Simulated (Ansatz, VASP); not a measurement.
Co: VASP beside Ansatz

```
Co
1.0
     2.49338    0.00000    0.00000
    -1.24669    2.15933    0.00000
     0.00000    0.00000    4.03106
Co
2
Direct
  0.33333 0.66667 0.75000
  0.66667 0.33333 0.25000
```

Alike in both runs: task single point; functional PBE; k mesh 20 × 20 × 10; occupations gaussian, width 0.05 eV; no spin polarisation.

|  | VASP | Ansatz |
| --- | --- | --- |
| version | VASP 6.6.1 | Ansatz 0.2.0 |
| potentials or method | VASP PAW PBE potentials, release 64 (Co), cutoff 520 eV | scalar-relativistic, plane waves, PAW |
| valence electrons in the cell | 18 | 34 |

|  | VASP | Ansatz | Ansatz less VASP |
| --- | --- | --- | --- |
| gap on the k mesh at the Fermi level (eV) | none | none | - |
| pressure (GPa) | -11.8 | -11.3 | +0.46 |
| traceless stress, the component that is largest in VASP (GPa) | -0.70 | -0.66 | +0.039 |

A gap of «none» marks a metal or a gap that the smearing closes. VASP's potentials hold 18 valence electrons a cell and Ansatz's 34, so a difference there can come from the potentials and not from the codes.
